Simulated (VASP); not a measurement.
# Ca3W (P6_3/mmc) in VASP: single point with PBE

Aim: the single point of Ca3W with PBE.

Program: VASP 6.6.1. These are calculated values, not measurements. Logs are shortened: lines on timing, memory, paths and dates and some standing lists are left out, and cuts for length are marked.

## Step 1: The cell of the first run

It takes space group P6_3/mmc (No. 194, hexagonal). Conventional cell: a = 7.051 Å, b = 7.051 Å, c = 5.356 Å, α = 90.00°, β = 90.00°, γ = 120.00°. Within 4.3 Å of Ca (site symmetry mm2) lie 8 Ca at 3.25 to 3.80 Å and 4 W at 3.27 to 3.53 Å. W (site symmetry -6m2) has 12 Ca at 3.27 to 3.53 Å within 4.3 Å.

## Step 2: Single point, PBE

INCAR

```
SYSTEM = Ca3W
PREC = Accurate
ENCUT = 520
EDIFF = 1E-6
ISMEAR = 0
SIGMA = 0.1
LREAL = .False.
LASPH = .True.
NELM = 80
ALGO = Fast
ISIF = 2
LWAVE = .False.
LCHARG = .False.
GGA = PE
NBANDS = 54
```

KPOINTS

```
regular mesh
0
Gamma
  6 6 8
  0 0 0
```

POSCAR

```
Ca3W
1.0
    7.0505972345      0.0000000000      0.0000000000
   -3.5252986173      6.1059963169      0.0000000000
    0.0000000000      0.0000000000      5.3558752545
Ca W
6 2
Direct
    0.8202754033      0.6405508067      0.2500000000
    0.1797245967      0.8202754033      0.7500000000
    0.3594491933      0.1797245967      0.2500000000
    0.1797245967      0.3594491933      0.7500000000
    0.8202754033      0.1797245967      0.2500000000
    0.6405508067      0.8202754033      0.7500000000
    0.3333333333      0.6666666667      0.2500000000
    0.6666666667      0.3333333333      0.7500000000
```

Potentials or basis: VASP PAW PBE potentials, release 64 (Ca_sv, W_sv).

The run is started by

```console
cat potpaw_PBE.64/Ca_sv/POTCAR potpaw_PBE.64/W_sv/POTCAR > POTCAR
mpirun -np 1 vasp_std > vasp.out
```

OUTCAR:

```text
SYSTEM = Ca3W
   PREC = Accurate
   ENCUT = 520
   EDIFF = 1E-6
   ISMEAR = 0
   LREAL = .False.
   LASPH = .True.
   NELM = 80
   ISIF = 2
   GGA = PE

 ion  position               nearest neighbor table
   1  0.820  0.641  0.250-   8 3.27   8 3.27
   2  0.180  0.820  0.750-   7 3.27   7 3.27
   3  0.359  0.180  0.250-   8 3.27   8 3.27
   4  0.180  0.359  0.750-   7 3.27   7 3.27
   5  0.820  0.180  0.250-   8 3.27   8 3.27
   6  0.641  0.820  0.750-   7 3.27   7 3.27
   7  0.333  0.667  0.250-   2 3.27   2 3.27   4 3.27   4 3.27   6 3.27   6 3.27
   8  0.667  0.333  0.750-   5 3.27   5 3.27   1 3.27   1 3.27   3 3.27   3 3.27

  LATTYP: Found a hexagonal cell.
 ALAT       =     7.0505972345
 C/A-ratio  =     0.7596342659

  Lattice vectors:

 A1 = (   7.0505972345,   0.0000000000,   0.0000000000)
 A2 = (  -3.5252986173,   6.1059963169,   0.0000000000)
 A3 = (   0.0000000000,   0.0000000000,   5.3558752545)

Analysis of symmetry for initial positions (statically):
=====================================================================
 Subroutine PRICEL returns:
 Original cell was already a primitive cell.

 Routine SETGRP: Setting up the symmetry group for a
 hexagonal supercell.

 Subroutine GETGRP returns: Found 24 space group operations
 (whereof 12 operations were pure point group operations)
 out of a pool of 24 trial point group operations.

The static configuration has the point symmetry D_3d.
 The point group associated with its full space group is D_6h.

Analysis of symmetry for dynamics (positions and initial velocities):
=====================================================================
 Subroutine PRICEL returns:
 Original cell was already a primitive cell.

 Routine SETGRP: Setting up the symmetry group for a
 hexagonal supercell.

 Subroutine GETGRP returns: Found 24 space group operations
 (whereof 12 operations were pure point group operations)
 out of a pool of 24 trial point group operations.

The dynamic configuration has the point symmetry D_3d.
 The point group associated with its full space group is D_6h.

 Subroutine INISYM returns: Found 24 space group operations
 (whereof 12 operations are pure point group operations),
 and found     1 'primitive' translations

----------------------------------------------------------------------------------------

                                     Primitive cell
[... 103 lines left out ...]
   EDIFF  = 0.1E-05   stopping-criterion for ELM
   LREAL  =      F    real-space projection
   EDIFFG = 0.1E-04   stopping-criterion for IOM
   NSW    =      0    number of steps for IOM
   IBRION =     -1    ionic relax: 0-MD 1-quasi-New 2-CG
   NFREE  =      0    steps in history (QN), initial steepest desc. (CG)
   ISIF   =      2    stress and relaxation
   ISYM   =      2    0-nonsym 1-usesym 2-fastsym
   POTIM  = 0.5000    time-step for ionic-motion
   TEBEG  =    0.0;   TEEND  =   0.0 temperature during run
   PSTRESS=    0.0 pullay stress
   NELECT =      88.0000    total number of electrons
   NUPDOWN=      -1.0000    fix difference up-down
   EMIN   =  10.00;   EMAX   =-10.00  energy-range for DOS
   EFERMI =   0.00;   METHOD = LEGACY
   ISMEAR =     0;   SIGMA  =   0.10  broadening in eV -4-tet -1-fermi 0-gaus
   EFERMI_NEDOS =   21; number of points for ismear=-14 and -15
   IALGO  =     68    algorithm
   IMIX   =      4    mixing-type and parameters
     AMIX     =   0.40;   BMIX     =  1.00
     AMIX_MAG =   1.60;   BMIX_MAG =  1.00
  volume/ion in A,a.u.               =      28.82       194.50
  Fermi-wavevector in a.u.,A,eV,Ry     =   1.187494  2.244038 19.186147  1.410142
  Thomas-Fermi vector in A             =   2.323644
   LORBIT       =      0    0 simple, 1 ext, 2 COOP (PROOUT), +10 PAW based schemes
   GGA     = PE    functional components
   LHFCALC =     F    Hartree Fock is set to
   AEXX    =    0.0000 exact exchange contribution
   IVDW    =     0    specifies the selected vdW correction
   LEPSILON=     F    determine dielectric tensor
   LRPA    =     F    only Hartree local field effects (RPA)
 non-spin polarized calculation
 RMM-DIIS sequential band-by-band and
 Gauss-broadening in eV      SIGMA  =   0.10
  energy-cutoff  :      520.00
  volume of cell :      230.58
 maximum number of plane-waves:      6240
 NGX is ok and might be reduce to    54
   NGX = 27   NGY = 27   NGZ = 19

 number of electron      87.9999998 magnetization

 Free energy of the ion-electron system (eV)
  ---------------------------------------------------
  ext. energy  EPLUGINS =         0.00000000
  ---------------------------------------------------
  free energy    TOTEN  =       -29.90853971 eV

  energy without entropy =      -29.79456785  energy(sigma->0) =      -29.85155378

 E-fermi :   3.5112     XC(G=0):  -9.3236

 val. band max:        3.5085074081   @ k =   0.1667   0.1667   0.3750
 cond. band min:       3.5116943776   @ k =   0.3333  -0.0000   0.0000
 fundamental gap:      0.0031869695
 Fermi energy:         3.5112295658

 k-point     1 :       0.0000    0.0000    0.0000
  band No.  band energies     occupation
      1     -69.9607      2.00000
      2     -69.9607      2.00000
      3     -37.1908      2.00000
      4     -37.1452      2.00000
      5     -37.1385      2.00000
      6     -37.1385      2.00000
[... 1357 lines left out ...]
     53       5.7769      0.00000
     54       5.9028      0.00000

 [... further k-points ...]
[... 5 lines left out ...]
  --------------------------------------------------------------------------------------
  -------------------------------------------------------------------------------------
  Total        0.0653152      0.0653152      0.1092430     -0.0000000      0.0000000      0.0000000
  in kB        0.4538497      0.4538497      0.7590863     -0.0000000      0.0000000      0.0000000
  external PRESSURE =       0.5555953 kB  Pullay stress =       0.0000000 kB

 VOLUME and BASIS-vectors are now :
 -----------------------------------------------------------------------------
  energy-cutoff  :      520.00
  volume of cell :      230.58
      direct lattice vectors                 reciprocal lattice vectors
     7.050597234  0.000000000  0.000000000     0.141831956  0.081886718  0.000000000
    -3.525298617  6.105996317  0.000000000     0.000000000  0.163773436  0.000000000
     0.000000000  0.000000000  5.355875254     0.000000000  0.000000000  0.186710846

 POSITION                                       TOTAL-FORCE (eV/Angst)
 -----------------------------------------------------------------------------------
      3.52530      3.91120      1.33897         0.000000     -0.000250      0.000000
     -1.62455      5.00860      4.01691         0.000216     -0.000125     -0.000000
      1.90075      1.09740      1.33897         0.000216      0.000125      0.000000
      0.00000      2.19480      4.01691        -0.000000      0.000250     -0.000000
      5.14985      1.09740      1.33897        -0.000216      0.000125      0.000000
      1.62455      5.00860      4.01691        -0.000216     -0.000125      0.000000
     -0.00000      4.07066      1.33897        -0.000000     -0.000000      0.000000
      3.52530      2.03533      4.01691        -0.000000      0.000000      0.000000
 -----------------------------------------------------------------------------------
    total drift:                               -0.000000      0.000000      0.000000

  FREE ENERGIE OF THE ION-ELECTRON SYSTEM (eV)
  ---------------------------------------------------
  free  energy   TOTEN  =       -29.9085397070 eV

  energy  without entropy=      -29.7945678527  energy(sigma->0) =      -29.85155378
```

OSZICAR:

```text
N       E                     dE             d eps       ncg     rms          rms(c)
DAV:   1     0.100768080027E+04    0.10077E+04   -0.47309E+04  4028   0.161E+03
DAV:   2     0.365166204786E+02   -0.97116E+03   -0.95951E+03  3804   0.509E+02
DAV:   3    -0.254959829149E+02   -0.62013E+02   -0.59919E+02  5704   0.102E+02
[... 15 lines left out ...]
RMM:  19    -0.299085438110E+02   -0.38998E-05   -0.17560E-04  6474   0.466E-02    0.384E-02
RMM:  20    -0.299085414995E+02    0.23115E-05   -0.59170E-05  5878   0.245E-02    0.178E-02
RMM:  21    -0.299085406727E+02    0.82680E-06   -0.20837E-05  5599   0.143E-02    0.120E-02
RMM:  22    -0.299085403138E+02    0.35890E-06   -0.11486E-05  5051   0.102E-02    0.902E-03
RMM:  23    -0.299085397070E+02    0.60681E-06   -0.86906E-06  4677   0.884E-03
   1 F= -.29908540E+02 E0= -.29851554E+02  d E =-.113972E+00
```

It took 24 min on 1 thread of AMD EPYC 7R43 (Zen 3), shared host; peak memory 0.5 GiB.

Results:

```yaml
Free_energy: -29.9085 eV
Pressure: 0.1 GPa
Band_gap_on_the_k_mesh: zero (bands 44 and 45 overlap by 0.34 eV)
```

Caveat: spin-orbit coupling is left out, which moves the levels of the heavy elements.
